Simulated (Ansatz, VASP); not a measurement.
Ta4C3 in VASP and in Ansatz

File POSCAR:

```
Ta4C3
1.0
    4.4247933841      0.0000000000      0.0663719008
    0.0000000000      4.4247933841      0.0000000000
    0.0663719008      0.0000000000      4.4247933841
Ta C
4 3
Direct
    0.0000000000      0.5000000000      0.5000000000
    0.5000000000      0.0000000000      0.5000000000
    0.5000000000      0.5000000000      0.0000000000
    0.0000000000      0.0000000000      0.0000000000
    0.5000000000      0.0000000000      0.0000000000
    0.0000000000      0.5000000000      0.0000000000
    0.0000000000      0.0000000000      0.5000000000
```

File INCAR.step1:

```
SYSTEM = Ta4C3
ALGO = Normal
EDIFF = 1E-4
ENCUT = 520
GGA = PE
ISMEAR = 0
LASPH = .TRUE.
LCHARG = .FALSE.
LREAL = .FALSE.
LWAVE = .TRUE.
NBANDS = 37
NELM = 60
PREC = Accurate
SIGMA = 0.15
```

File INCAR.step2:

```
SYSTEM = Ta4C3
ALGO = Normal
EDIFF = 1E-6
ENCUT = 520
ISIF = 2
ISMEAR = 0
ISTART = 1
LASPH = .TRUE.
LCHARG = .FALSE.
LMIXTAU = .TRUE.
LREAL = .FALSE.
LWAVE = .FALSE.
METAGGA = R2SCAN
NBANDS = 37
NELM = 60
PREC = Accurate
SIGMA = 0.15
```

KPOINTS

```
k-points
0
G
  10 10 10
  0 0 0
```

Input for Ansatz:

```yaml
crystal:
  lattice:
    - [4.4247933841, 0.0, 0.0663719008]
    - [0.0, 4.4247933841, 0.0]
    - [0.0663719008, 0.0, 4.4247933841]
  atoms:
    - { symbol: Ta, position: [0.0, 0.5, 0.5] }
    - { symbol: Ta, position: [0.5, 0.0, 0.5] }
    - { symbol: Ta, position: [0.5, 0.5, 0.0] }
    - { symbol: Ta, position: [0.0, 0.0, 0.0] }
    - { symbol: C, position: [0.5, 0.0, 0.0] }
    - { symbol: C, position: [0.0, 0.5, 0.0] }
    - { symbol: C, position: [0.0, 0.0, 0.5] }
basis:
  ecutwfc: 500
kpoints:
  mp_grid: { grid: [10, 10, 10] }
hamiltonian:
  xc: r2scan
scf:
  occupations: { method: gaussian, width: 0.15 }
output:
  forces: true
  stress: true
  eigenvalues: true
```

Change from the starting cell: strain +0.0300 x Voigt [0, 0, 0, 0, 1, 0], atoms carried along.

Alike in both runs: task single point; functional r2SCAN; k mesh 10 × 10 × 10; occupations gaussian, width 0.15 eV; no spin polarisation.

|  | VASP | Ansatz |
| --- | --- | --- |
| version | VASP 6.6.1 | Ansatz 0.2.0 |
| potentials or method | VASP PAW PBE potentials, release 64 (Ta_pv, C), cutoff 520 eV | scalar-relativistic, plane waves, PAW |
| valence electrons in the cell | 56 | 64 |

```csv
,VASP,Ansatz,Ansatz less VASP
gap on the k mesh at the Fermi level (eV),none,none,-
pressure (GPa),1.2,0.1,-1.07
"traceless stress, the component that is largest in VASP (GPa)",-3.68,-3.69,-0.008
```

VASP's potentials were made for PBE, not for r2SCAN. A gap of «none» marks a metal or a gap that the smearing closes. VASP's potentials hold 56 valence electrons a cell and Ansatz's 64, so a difference there can come from the potentials and not from the codes.

Spin-orbit coupling is off throughout.
